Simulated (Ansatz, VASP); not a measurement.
# BP: VASP beside Ansatz

```xyz
2
Lattice="0.0000 1.9598 1.9598 1.9598 0.0000 1.9598 1.9598 1.9598 0.0000" Properties=species:S:1:pos:R:3 pbc="T T T"
B     0.0000    0.0000    0.0000
P     0.9799    0.9799    0.9799
```

Change from the starting cell: volume scaled by 0.64, norm-conserving files.

Alike in both runs: task single point; functional PBE; k mesh 15 × 15 × 15; occupations fermi-dirac, width 0.08 eV; no spin polarisation.

|  | VASP | Ansatz |
| --- | --- | --- |
| version | VASP 6.6.1 | Ansatz 0.2.0 |
| potentials or method | VASP PAW PBE potentials, release 64 (B, P) | norm-conserving pseudopotentials, scalar-relativistic |
| plane-wave cutoff (eV) | 500 | 1116 |
| valence electrons in the cell | 8 | 8 |

|  | VASP | Ansatz | Ansatz less VASP |
| --- | --- | --- | --- |
| pressure (GPa) | 162.6 | 162.3 | -0.27 |

Both programs put the cell under a high pressure, so it lies far from rest at this level. With one functional, cell and mesh, what is left measures potentials, basis and numerics.

Noted on VASP's run: the cell as given lies far from equilibrium.
